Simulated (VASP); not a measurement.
# CuO (C2/c) in VASP: single point with PBEsol+U

Aim: the single point of CuO with PBEsol+U.

Program: VASP 6.6.1. These are calculated values, not measurements. Logs are shortened: lines on timing, memory, paths and dates and some standing lists are left out, and cuts for length are marked.

## (1) The cell of the first run

Symmetry: C2/c, No. 15, monoclinic system. The conventional cell has a = 4.684 Å, b = 3.423 Å, c = 5.129 Å, α = 90.00°, β = 99.54°, γ = 90.00°. Cu (site symmetry -1) has 4 O at 1.95 to 1.96 Å within 2.6 Å. O (site symmetry 2) has 6 Cu at 1.95 to 2.78 Å and 6 O at 2.62 to 2.90 Å within 3.0 Å.

## (2) Single point, PBEsol+U, collinear spin, ferromagnetic start

File INCAR:

```
SYSTEM = CuO
PREC = Accurate
ENCUT = 520
EDIFF = 1E-7
ISMEAR = 0
SIGMA = 0.05
LREAL = .False.
LASPH = .True.
NELM = 150
ALGO = Normal
ISIF = 2
LWAVE = .False.
LCHARG = .True.
ISPIN = 2
MAGMOM = 0.64 0.64 0.64 0.64 0.32 0.32 0.32 0.32
LORBIT = 11
LMAXMIX = 4
LDAU = .True.
LDAUTYPE = 2
LDAUL = 2 -1
LDAUU = 7 0
LDAUJ = 0 0
LDAUPRINT = 1
GGA = PS
LELF = .True.
LVHAR = .True.
NBANDS = 48
```

File KPOINTS:

```
Automatic mesh
0
Gamma
  7 7 4
  0 0 0
```

File POSCAR:

```
CuO
1.0
    4.6836992400      0.0000000000      0.0000000000
    4.6836992400      3.4225994400      0.0000000000
   -0.8500298600      0.0000000000      5.0578691900
Cu O
4 4
Direct
    0.0000000000      0.2500000000      0.0000000000
    0.5000000000      0.7500000000      0.5000000000
    0.0000000000      0.7500000000      0.0000000000
    0.5000000000      0.2500000000      0.5000000000
    0.5816000000      0.9184000000      0.2500000000
    0.4184000000      0.0816000000      0.7500000000
    0.5816000000      0.4184000000      0.2500000000
    0.4184000000      0.5816000000      0.7500000000
```

Potentials or basis: VASP PAW PBE potentials, release 64 (Cu, O).

Command:

```sh
$ cat potpaw_PBE.64/Cu/POTCAR potpaw_PBE.64/O/POTCAR > POTCAR
$ mpirun -np 1 vasp_std > vasp.out
```

OUTCAR:

```text
SYSTEM = CuO
   PREC = Accurate
   ENCUT = 520
   EDIFF = 1E-7
   ISMEAR = 0
   LREAL = .False.
   LASPH = .True.
   NELM = 150
   ISIF = 2
   ISPIN = 2
   LORBIT = 11
   GGA = PS

 ion  position               nearest neighbor table
   1  0.000  0.250  0.000-   5 1.95   8 1.95   7 1.96   6 1.96
   2  0.500  0.750  0.500-   6 1.95   7 1.95   5 1.96   8 1.96
   3  0.000  0.750  0.000-   7 1.95   6 1.95   8 1.96   5 1.96
   4  0.500  0.250  0.500-   5 1.95   8 1.95   7 1.96   6 1.96
   5  0.582  0.918  0.250-   4 1.95   1 1.95   2 1.96   3 1.96
   6  0.418  0.082  0.750-   2 1.95   3 1.95   4 1.96   1 1.96
   7  0.582  0.418  0.250-   2 1.95   3 1.95   4 1.96   1 1.96
   8  0.418  0.582  0.750-   4 1.95   1 1.95   2 1.96   3 1.96

  LATTYP: Found a simple monoclinic cell.
 ALAT       =     4.6836992400
 B/A-ratio  =     0.7307470580
 C/A-ratio  =     1.0950319264
 COS(beta)  =    -0.1657365907

  Lattice vectors:

 A1 = (   4.6836992400,   0.0000000000,   0.0000000000)
 A2 = (   0.0000000000,   3.4225994400,   0.0000000000)
 A3 = (  -0.8500298600,   0.0000000000,   5.0578691900)

Analysis of symmetry for initial positions (statically):
=====================================================================
 Subroutine PRICEL returns following result:

  LATTYP: Found a base centered monoclinic cell.
 ALAT       =     4.6836992400
 B/A-ratio  =     0.7307470580
 C/A-ratio  =     1.0950319264
 COS(beta)  =    -0.1657365907
[... 12 lines left out ...]
 Subroutine GETGRP returns: Found  4 space group operations
 (whereof  2 operations were pure point group operations)
 out of a pool of  4 trial point group operations.

The static configuration has the point symmetry S_2 .
 The point group associated with its full space group is C_2h.

Analysis of symmetry for dynamics (positions and initial velocities):
=====================================================================
 Subroutine PRICEL returns following result:

  LATTYP: Found a base centered monoclinic cell.
 ALAT       =     4.6836992400
 B/A-ratio  =     0.7307470580
 C/A-ratio  =     1.0950319264
 COS(beta)  =    -0.1657365907
[... 12 lines left out ...]
 Subroutine GETGRP returns: Found  4 space group operations
 (whereof  2 operations were pure point group operations)
 out of a pool of  4 trial point group operations.

The dynamic configuration has the point symmetry S_2 .
 The point group associated with its full space group is C_2h.

Analysis of structural, dynamic, and magnetic symmetry:
=====================================================================
 Subroutine PRICEL returns following result:

  LATTYP: Found a base centered monoclinic cell.
 ALAT       =     4.6836992400
 B/A-ratio  =     0.7307470580
 C/A-ratio  =     1.0950319264
 COS(beta)  =    -0.1657365907
[... 12 lines left out ...]
 Subroutine GETGRP returns: Found  4 space group operations
 (whereof  2 operations were pure point group operations)
 out of a pool of  4 trial point group operations.

The overall configuration has the point symmetry S_2 .
 The point group associated with its full space group is C_2h.

 Subroutine INISYM returns: Found  4 space group operations
 (whereof  2 operations are pure point group operations),
 and found     2 'primitive' translations

----------------------------------------------------------------------------------------

                                     Primitive cell

  volume of cell :      40.5399

  direct lattice vectors                    reciprocal lattice vectors
     2.341849620 -1.711299720  0.000000000     0.213506451 -0.292175587  0.035882078
     2.341849620  1.711299720  0.000000000     0.213506451  0.292175587  0.035882078
    -0.850029860  0.000000000  5.057869190     0.000000000  0.000000000  0.197711717

  length of vectors
[... 99 lines left out ...]
   EMIN   =  10.00;   EMAX   =-10.00  energy-range for DOS
   EFERMI =   0.00;   METHOD = LEGACY
   ISMEAR =     0;   SIGMA  =   0.05  broadening in eV -4-tet -1-fermi 0-gaus
   EFERMI_NEDOS =   21; number of points for ismear=-14 and -15
   IALGO  =     38    algorithm
   IMIX   =      4    mixing-type and parameters
     AMIX     =   0.40;   BMIX     =  1.00
     AMIX_MAG =   1.60;   BMIX_MAG =  1.00
  volume/ion in A,a.u.               =      10.13        68.39
  Fermi-wavevector in a.u.,A,eV,Ry     =   1.543856  2.917466 32.429387  2.383493
  Thomas-Fermi vector in A             =   2.649460
   LORBIT       =     11    0 simple, 1 ext, 2 COOP (PROOUT), +10 PAW based schemes
 LDA+U is selected, type is set to LDAUTYPE =  2
   angular momentum for each species LDAUL =     2   -1
   U (eV)           for each species LDAUU =   7.0  0.0
   J (eV)           for each species LDAUJ =   0.0  0.0
   GGA     = PS    functional components
   LHFCALC =     F    Hartree Fock is set to
   AEXX    =    0.0000 exact exchange contribution
   IVDW    =     0    specifies the selected vdW correction
   LEPSILON=     F    determine dielectric tensor
   LRPA    =     F    only Hartree local field effects (RPA)
 spin polarized calculation
 Gauss-broadening in eV      SIGMA  =   0.05
  energy-cutoff  :      520.00
  volume of cell :       81.08
 maximum number of plane-waves:      2217
   NGX = 17   NGY = 21   NGZ = 19

atom =   1  type =  1  l = 2

 onsite density matrix

spin component  1
[... 116 lines left out ...]
  o =  0.3408  v =  0.0000  0.0000  0.0000  0.0000  0.0000  0.1105  0.5532  0.0104  0.7836 -0.2600      0.0000  0.0000  0.0000  0.0000  0.0000  0.0000  0.0000  0.0000  0.0000  0.0000
  o =  0.9633  v =  0.0000  0.0000  0.0000  0.0000  0.0000 -0.8490 -0.1222 -0.4727  0.1956 -0.0501      0.0000  0.0000  0.0000  0.0000  0.0000  0.0000  0.0000  0.0000  0.0000  0.0000
  o =  0.9695  v =  0.8542  0.1009  0.4818 -0.1671  0.0117  0.0000  0.0000  0.0000  0.0000  0.0000      0.0000  0.0000  0.0000  0.0000  0.0000  0.0000  0.0000  0.0000  0.0000  0.0000
  o =  0.9739  v =  0.0000  0.0000  0.0000  0.0000  0.0000 -0.0312 -0.3028  0.2480  0.4760  0.7869      0.0000  0.0000  0.0000  0.0000  0.0000  0.0000  0.0000  0.0000  0.0000  0.0000
  o =  0.9749  v =  0.0000  0.0000  0.0000  0.0000  0.0000  0.1109 -0.7444  0.1863  0.3284 -0.5394      0.0000  0.0000  0.0000  0.0000  0.0000  0.0000  0.0000  0.0000  0.0000  0.0000
  o =  0.9779  v = -0.0101  0.6407 -0.3114 -0.5897 -0.3804  0.0000  0.0000  0.0000  0.0000  0.0000      0.0000  0.0000  0.0000  0.0000  0.0000  0.0000  0.0000  0.0000  0.0000  0.0000
  o =  0.9790  v =  0.0906 -0.4835 -0.0224  0.0455 -0.8691  0.0000  0.0000  0.0000  0.0000  0.0000      0.0000  0.0000  0.0000  0.0000  0.0000  0.0000  0.0000  0.0000  0.0000  0.0000
  o =  0.9822  v =  0.0000  0.0000  0.0000  0.0000  0.0000  0.5037 -0.1822 -0.8248  0.1151  0.1402      0.0000  0.0000  0.0000  0.0000  0.0000  0.0000  0.0000  0.0000  0.0000  0.0000
  o =  0.9842  v = -0.5048  0.1665  0.8187 -0.1311 -0.1732  0.0000  0.0000  0.0000  0.0000  0.0000      0.0000  0.0000  0.0000  0.0000  0.0000  0.0000  0.0000  0.0000  0.0000  0.0000
  o =  1.0374  v =  0.0854  0.5637  0.0068  0.7779 -0.2641  0.0000  0.0000  0.0000  0.0000  0.0000      0.0000  0.0000  0.0000  0.0000  0.0000  0.0000  0.0000  0.0000  0.0000  0.0000

 number of electron      68.0000016 magnetization       4.0000031

 Free energy of the ion-electron system (eV)
  ---------------------------------------------------
  ext. energy  EPLUGINS =         0.00000000
  ---------------------------------------------------
  free energy    TOTEN  =       -35.16227366 eV

  energy without entropy =      -35.16227366  energy(sigma->0) =      -35.16227366

 E-fermi :   5.2280     XC(G=0): -12.1170

 val. band max:        4.9518971309   @ k =   0.0000   0.0000   0.0000
 cond. band min:       5.8454703975   @ k =   0.0000   0.1429   0.0000
 fundamental gap:      0.8935732666
 Fermi energy:         5.2280076064

 spin component 1

 k-point     1 :       0.0000    0.0000    0.0000
  band No.  band energies     occupation
      1     -14.2292      1.00000
      2     -12.8649      1.00000
      3     -12.8459      1.00000
      4     -12.8006      1.00000
      5      -3.5177      1.00000
      6      -3.2038      1.00000
[... 2345 lines left out ...]
     45      17.7545      0.00000
     46      18.6717      0.00000

 [... further k-points ...]

 [bands above 46 left out]

------------------------ aborting loop because EDIFF is reached ----------------------------------------

  FORCE on cell =-STRESS in cart. coord.  units (eV):
  Direction    XX          YY          ZZ          XY          YZ          ZX
  --------------------------------------------------------------------------------------
  -------------------------------------------------------------------------------------
  Total       -3.4154811     -2.2476079     -3.4228506      0.0000000      0.0000000      0.6930969
  in kB      -67.4916126    -44.4138550    -67.6372374      0.0000000      0.0000000     13.6959418
  external PRESSURE =     -59.8475684 kB  Pullay stress =       0.0000000 kB

 VOLUME and BASIS-vectors are now :
 -----------------------------------------------------------------------------
  energy-cutoff  :      520.00
  volume of cell :       81.08
      direct lattice vectors                 reciprocal lattice vectors
     4.683699240  0.000000000  0.000000000     0.213506451 -0.292175587  0.035882078
     4.683699240  3.422599440  0.000000000     0.000000000  0.292175587  0.000000000
    -0.850029860  0.000000000  5.057869190     0.000000000  0.000000000  0.197711717

 POSITION                                       TOTAL-FORCE (eV/Angst)
 -----------------------------------------------------------------------------------
      1.17092      0.85565      0.00000         0.000000     -0.000000      0.000000
      5.42961      2.56695      2.52893         0.000000      0.000000      0.000000
      3.51277      2.56695      0.00000         0.000000      0.000000      0.000000
      3.08776      0.85565      2.52893         0.000000     -0.000000      0.000000
      6.81304      3.14332      1.26447         0.000000      0.093256     -0.000000
      1.70433      0.27928      3.79340        -0.000000     -0.093256     -0.000000
      4.47119      1.43202      1.26447         0.000000      0.093256     -0.000000
      4.04618      1.99058      3.79340        -0.000000     -0.093256      0.000000
 -----------------------------------------------------------------------------------
    total drift:                                0.000000     -0.000000      0.000000

  FREE ENERGIE OF THE ION-ELECTRON SYSTEM (eV)
  ---------------------------------------------------
  free  energy   TOTEN  =       -35.1622736640 eV

  energy  without entropy=      -35.1622736640  energy(sigma->0) =      -35.16227366

 total charge

# of ion       s       p       d       tot
------------------------------------------
    1        0.380   0.399   9.161   9.940
    2        0.380   0.399   9.161   9.940
    3        0.380   0.399   9.161   9.940
    4        0.380   0.399   9.161   9.940
    5        1.549   3.431   0.000   4.979
    6        1.549   3.431   0.000   4.979
    7        1.549   3.431   0.000   4.979
    8        1.549   3.431   0.000   4.979
--------------------------------------------------
tot          7.715  15.319  36.644  59.677

 magnetization (x)

# of ion       s       p       d       tot
------------------------------------------
    1       -0.002   0.003   0.713   0.714
    2       -0.002   0.003   0.713   0.714
    3       -0.002   0.003   0.713   0.714
    4       -0.002   0.003   0.713   0.714
    5        0.018   0.237   0.000   0.255
    6        0.018   0.237   0.000   0.255
    7        0.018   0.237   0.000   0.255
    8        0.018   0.237   0.000   0.255
--------------------------------------------------
tot          0.062   0.960   2.851   3.874
```

It took 24 min on 1 thread of Oxide Virtual Turin-like, shared host; peak memory 0.47 GiB.

What came out:

| Property | Result |
| --- | --- |
| Free energy | -35.1623 eV |
| Pressure | -6.0 GPa |
| Largest force | 0.093 eV/Å |
| Band gap on the k mesh | 0.89 eV |
| Net moment | 4.00 μB per cell |
| Site moments | Cu +0.71; O +0.26 μB |
| Valence electrons inside the program's atomic spheres | Cu 9.94; O 4.98 |

Forces on the atoms (eV/Å):
```
Cu   0.000  0.000  0.000
Cu   0.000  0.000  0.000
Cu   0.000  0.000  0.000
Cu   0.000  0.000  0.000
O    0.000  0.093  0.000
O    0.000 -0.093  0.000
O    0.000  0.093  0.000
O    0.000 -0.093  0.000
```

Eigenvalues of the final occupation matrices:
```tsv
site	spin	trace	eigenvalues
site 1 d	1	4.95	0.97 0.98 0.98 0.98 1.04
site 1 d	2	4.24	0.34 0.96 0.97 0.97 0.98
site 2 d	1	4.95	0.97 0.98 0.98 0.98 1.04
site 2 d	2	4.24	0.34 0.96 0.97 0.97 0.98
site 3 d	1	4.95	0.97 0.98 0.98 0.98 1.04
site 3 d	2	4.24	0.34 0.96 0.97 0.97 0.98
site 4 d	1	4.95	0.97 0.98 0.98 0.98 1.04
site 4 d	2	4.24	0.34 0.96 0.97 0.97 0.98
```

Caveat: the cell stands under tension; the PAW data sets were made with another functional, which shifts forces and pressure a little. The state reached can hang on the start; a lower one may exist.
